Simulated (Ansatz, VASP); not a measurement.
# Fe3Ge: VASP beside Ansatz

Contents of INCAR:

```
SYSTEM = Fe3Ge
PREC = Accurate
ENCUT = 520
EDIFF = 1E-7
ISMEAR = -1
SIGMA = 0.03
LREAL = .FALSE.
LASPH = .TRUE.
NELM = 150
ALGO = Normal
ISIF = 2
LWAVE = .FALSE.
LCHARG = .TRUE.
ISPIN = 2
MAGMOM = 3 3 3 0
LORBIT = 11
LMAXMIX = 4
GGA = PS
LELF = .TRUE.
LVHAR = .TRUE.
NBANDS = 31
```

Contents of KPOINTS:

```
regular mesh
0
G
  9 9 9
  0 0 0
```

POSCAR

```
Fe3Ge
1.0
    3.7786618994      0.0000000000      0.0000000000
    0.0000000000      3.7786618994      0.0000000000
    0.0000000000      0.0000000000      3.7786618994
Fe Ge
3 1
Direct
    0.0000000000      0.5000000000      0.5000000000
    0.5000000000      0.5000000000      0.0000000000
    0.5000000000      0.0000000000      0.5000000000
    0.0000000000      0.0000000000      0.0000000000
```

Input for Ansatz:

```yaml
crystal:
  lattice:
    - [3.7786618994, 0.0, 0.0]
    - [0.0, 3.7786618994, 0.0]
    - [0.0, 0.0, 3.7786618994]
  atoms:
    - { symbol: Fe, position: [0.0, 0.5, 0.5], spin: 3.0 }
    - { symbol: Fe, position: [0.5, 0.5, 0.0], spin: 3.0 }
    - { symbol: Fe, position: [0.5, 0.0, 0.5], spin: 3.0 }
    - { symbol: Ge, position: [0.0, 0.0, 0.0] }
magnetization:
  spin_polarized: true
kpoints:
  mp_grid: { grid: [9, 9, 9] }
scf:
  occupations: { method: fermi_dirac, width: 0.03 }
  lower_state_search: "off"
hamiltonian:
  xc: pbesol
  pseudopotentials: { kind: all_electron, lapw: { basis_error: 0.001 } }
output:
  forces: true
  stress: true
  eigenvalues: false
  populations: true
```

Change from the starting cell: volume scaled by 1.1, LAPW.

Alike in both runs: task single point; functional PBEsol; k mesh 9 × 9 × 9; occupations fermi-dirac, width 0.03 eV; collinear spin.

|  | VASP | Ansatz |
| --- | --- | --- |
| version | VASP 6.6.1 | Ansatz 0.2.0 |
| potentials or method | VASP PAW PBE potentials, release 64 (Fe, Ge_d), cutoff 520 eV | all-electron LAPW, scalar-relativistic |

|  | VASP | Ansatz | Ansatz less VASP |
| --- | --- | --- | --- |
| pressure (GPa) | -19.9 | -20.1 | -0.16 |
| net moment per atom (μB) | 1.82 | 1.83 | +0.001 |
| size of the moment on the site where the two differ most (μB) | 2.48 | 2.52 | +0.039 |

VASP's potentials were made for PBE, not for PBEsol. Site moments also hang on the region over which each program counts them. Ansatz ran all-electron here, and VASP with PAW potentials.
